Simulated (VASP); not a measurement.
# LiF (Fm-3m) in VASP: a series of runs, part 2 of 2

VASP 6.6.1.

## (3) Single point, PBE (volume scaled by 0.97)

The input, INCAR:

```
PREC     = Accurate       # precision mode
ENCUT    = 520            # plane-wave cutoff, eV
EDIFF    = 1E-6           # SCF threshold, eV
ISMEAR   = 0              # smearing method
SIGMA    = 0.02           # smearing width, eV
LREAL    = F              # projectors in reciprocal space
LASPH    = T              # aspherical terms in the spheres
NELM     = 60             # most SCF steps
ALGO     = Normal         # electronic algorithm
ISIF     = 2              # what is computed and relaxed
LWAVE    = F              # write WAVECAR
LCHARG   = F              # write CHGCAR
GGA      = PE             # functional
NBANDS   = 12             # bands
```

The input, KPOINTS:

```
Automatic mesh
0
Gamma
  10 10 10
```

The input, POSCAR:

```
LiF
1.0
    0.0000000000      2.0129917836      2.0129917836
    2.0129917836      0.0000000000      2.0129917836
    2.0129917836      2.0129917836      0.0000000000
Li F
1 1
Direct
    0.0000000000      0.0000000000      0.0000000000
    0.5000000000      0.5000000000      0.5000000000
```

Potentials or basis: VASP PAW PBE potentials, release 64 (Li_sv, F).

On the command line:

```bash
> cat potpaw_PBE.64/Li_sv/POTCAR potpaw_PBE.64/F/POTCAR > POTCAR
> mpirun -np 1 vasp_std > vasp.out
```

Run time: 8.3 s. Hardware: 1 thread of Intel Xeon 6975P-C (Granite Rapids), shared host; peak memory 0.13 GiB.

It converged, with:

- Free energy: -9.6372 eV
- Band gap on the k mesh: 9.10 eV, direct

Levels at points of the mesh, in eV from the valence-band top:
| k point | band 3 | band 4 | band 5 | band 6 | band 7 | band 8 |
| --- | --- | --- | --- | --- | --- | --- |
| (0.00, 0.00, 0.00) | 0.00 | 0.00 | 0.00 | 9.10 | 23.99 | 23.99 |
| (0.50, 0.00, 0.00) | -2.52 | -0.23 | -0.23 | 10.78 | 16.76 | 18.91 |
| (0.50, 0.50, 0.00) | -3.01 | -1.00 | -1.00 | 14.83 | 16.48 | 17.47 |

Caveat: the cutoff is under 1.25 times the usual one of these potentials, so pressure, stress and relaxed cells hold a basis-set (Pulay) error.

## (4) Single point, PBE (volume scaled by 0.94)

The input, INCAR:

```
ALGO = Normal ; EDIFF = 1E-6
ENCUT = 520 ; GGA = PE
ISIF = 2 ; ISMEAR = 0
LASPH = True ; LCHARG = False
LREAL = False ; LWAVE = False
NBANDS = 12 ; NELM = 80
PREC = Accurate ; SIGMA = 0.02
```

The input, KPOINTS:

```
k-points
0
Gamma
  10 10 10
```

The input, POSCAR:

```
LiF
1.0
    0.0000000000      1.9920215942      1.9920215942
    1.9920215942      0.0000000000      1.9920215942
    1.9920215942      1.9920215942      0.0000000000
Li F
1 1
Direct
    0.0000000000      0.0000000000      0.0000000000
    0.5000000000      0.5000000000      0.5000000000
```

Potentials or basis: VASP PAW PBE potentials, release 64 (Li_sv, F).

On the command line:

```bash
> cat potpaw_PBE.64/Li_sv/POTCAR potpaw_PBE.64/F/POTCAR > POTCAR
> mpirun -np 1 vasp_std > vasp.out
```

OUTCAR:

```text
EDIFF = 1E-6
   ENCUT = 520
   GGA = PE
   ISIF = 2
   ISMEAR = 0
   LASPH = True
   LREAL = False
   NELM = 80
   PREC = Accurate

 ion  position               nearest neighbor table
   1  0.000  0.000  0.000-   2 1.99   2 1.99   2 1.99   2 1.99   2 1.99   2 1.99
   2  0.500  0.500  0.500-   1 1.99   1 1.99   1 1.99   1 1.99   1 1.99   1 1.99

  LATTYP: Found a face centered cubic cell.
 ALAT       =     3.9840431884

  Lattice vectors:

 A1 = (   0.0000000000,   1.9920215942,   1.9920215942)
[... 549 lines left out ...]
------------------------ aborting loop because EDIFF is reached ----------------------------------------

  FORCE on cell =-STRESS in cart. coord.  units (eV):
  Direction    XX          YY          ZZ          XY          YZ          ZX
  --------------------------------------------------------------------------------------
  -------------------------------------------------------------------------------------
  Total        0.4269539      0.4269539      0.4269539      0.0000000     -0.0000000      0.0000000
  in kB       43.2692563     43.2692563     43.2692563      0.0000000     -0.0000000      0.0000000
  external PRESSURE =      43.2692563 kB  Pullay stress =       0.0000000 kB

 VOLUME and BASIS-vectors are now :
 -----------------------------------------------------------------------------
  energy-cutoff  :      520.00
  volume of cell :       15.81
      direct lattice vectors                 reciprocal lattice vectors
     0.000000000  1.992021594  1.992021594    -0.251001295  0.251001295  0.251001295
     1.992021594  0.000000000  1.992021594     0.251001295 -0.251001295  0.251001295
     1.992021594  1.992021594  0.000000000     0.251001295  0.251001295 -0.251001295

 POSITION                                       TOTAL-FORCE (eV/Angst)
 -----------------------------------------------------------------------------------
      0.00000      0.00000      0.00000        -0.000000      0.000000      0.000000
      1.99202      1.99202      1.99202         0.000000      0.000000     -0.000000
 -----------------------------------------------------------------------------------
    total drift:                               -0.000000     -0.000000      0.000000

  FREE ENERGIE OF THE ION-ELECTRON SYSTEM (eV)
  ---------------------------------------------------
  free  energy   TOTEN  =        -9.6260750553 eV

  energy  without entropy=       -9.6260750553  energy(sigma->0) =       -9.62607506
```

OSZICAR:

```text
N       E                     dE             d eps       ncg     rms          rms(c)
DAV:   1     0.306033742289E+02    0.30603E+02   -0.53712E+03  1168   0.836E+02
DAV:   2    -0.903044203568E+01   -0.39634E+02   -0.38804E+02  1340   0.187E+02
DAV:   3    -0.101241356955E+02   -0.10937E+01   -0.10907E+01  1468   0.263E+01
DAV:   4    -0.101365519835E+02   -0.12416E-01   -0.12415E-01  1272   0.300E+00
DAV:   5    -0.101367115803E+02   -0.15960E-03   -0.15960E-03  1448   0.244E-01    0.454E+00
DAV:   6    -0.961499386106E+01    0.52172E+00   -0.24414E+00  1248   0.980E+00    0.136E+00
DAV:   7    -0.961933263714E+01   -0.43388E-02   -0.19302E-02  1536   0.122E+00    0.853E-01
DAV:   8    -0.962597512517E+01   -0.66425E-02   -0.14461E-02  1368   0.125E+00    0.108E-01
DAV:   9    -0.962599786389E+01   -0.22739E-04   -0.91273E-04  1292   0.275E-01    0.422E-02
DAV:  10    -0.962607232808E+01   -0.74464E-04   -0.12469E-04  1280   0.887E-02    0.161E-02
DAV:  11    -0.962607422835E+01   -0.19003E-05   -0.67474E-06  1388   0.240E-02    0.251E-03
DAV:  12    -0.962607505531E+01   -0.82696E-06   -0.47192E-07  1308   0.586E-03
   1 F= -.96260751E+01 E0= -.96260751E+01  d E =-.286717E-66
```

Run time: 6.9 s. Hardware: 1 thread of Intel Xeon 6975P-C (Granite Rapids), shared host; peak memory 0.13 GiB.

Results:

```
Free energy            : -9.6261 eV
Band gap on the k mesh : 9.39 eV, direct
```

Caveat: the cutoff is under 1.25 times the usual one of these potentials, so pressure, stress and relaxed cells hold a basis-set (Pulay) error. A k mesh can miss the band edges.

## (5) Single point, PBE (volume scaled by 0.91)

The input, INCAR:

```
  PREC = Accurate
  ENCUT = 520
  EDIFF = 1E-6
  ISMEAR = 0
  SIGMA = 0.02
  LREAL = False
  LASPH = True
  NELM = 80
  ALGO = Normal
  ISIF = 2
  LWAVE = False
  LCHARG = True
  GGA = PE
  LELF = True
  LVHAR = True
  NBANDS = 12
```

The input, KPOINTS:

```
Automatic mesh
0
Gamma
  10 10 10
```

The input, POSCAR:

```
LiF
1.0
    0.0000000000      1.9706003469      1.9706003469
    1.9706003469      0.0000000000      1.9706003469
    1.9706003469      1.9706003469      0.0000000000
Li F
1 1
Direct
    0.0000000000      0.0000000000      0.0000000000
    0.5000000000      0.5000000000      0.5000000000
```

On the command line:

```bash
> cat potpaw_PBE.64/Li_sv/POTCAR potpaw_PBE.64/F/POTCAR > POTCAR
> mpirun -np 1 vasp_std > vasp.out
```

It took 7.5 s on 1 thread of Intel Xeon 6975P-C (Granite Rapids), shared host; peak memory 0.13 GiB.

The run converged. Its results:

```yaml
Free_energy: -9.6061 eV
Band_gap_on_the_k_mesh: 9.70 eV, direct
```

Levels at points of the mesh, in eV from the valence-band top:
```tsv
k point	band 3	band 4	band 5	band 6	band 7	band 8
(0.00, 0.00, 0.00)	0.00	0.00	0.00	9.70	24.84	24.84
(0.50, 0.00, 0.00)	-2.72	-0.25	-0.25	11.12	17.54	19.42
(0.50, 0.50, 0.00)	-3.30	-1.10	-1.10	15.44	16.78	18.27
```

Caveat: the cutoff is under 1.25 times the usual one of these potentials, so pressure, stress and relaxed cells hold a basis-set (Pulay) error.

## (6) The runs side by side

```tsv
cell	gap on the mesh (eV)
a = 2.756 Å, angles 60.0°, 2 atoms	10.02
a = 2.847 Å, angles 60.0°, 2 atoms	9.10
a = 2.817 Å, angles 60.0°, 2 atoms	9.39
a = 2.787 Å, angles 60.0°, 2 atoms	9.70
```

Alike in all rows: task single point; level PBE; potentials or basis VASP PAW PBE potentials, release 64 (Li_sv, F); no spin polarisation; k mesh 10 × 10 × 10; cutoff (eV) 520; smearing gaussian 0.02 eV.

Caveats: the cutoff is under 1.25 times the usual one of these potentials, so pressure, stress and relaxed cells hold a basis-set (Pulay) error.

Total energies depend on the potentials used, so only differences within one code and one set of settings carry meaning.
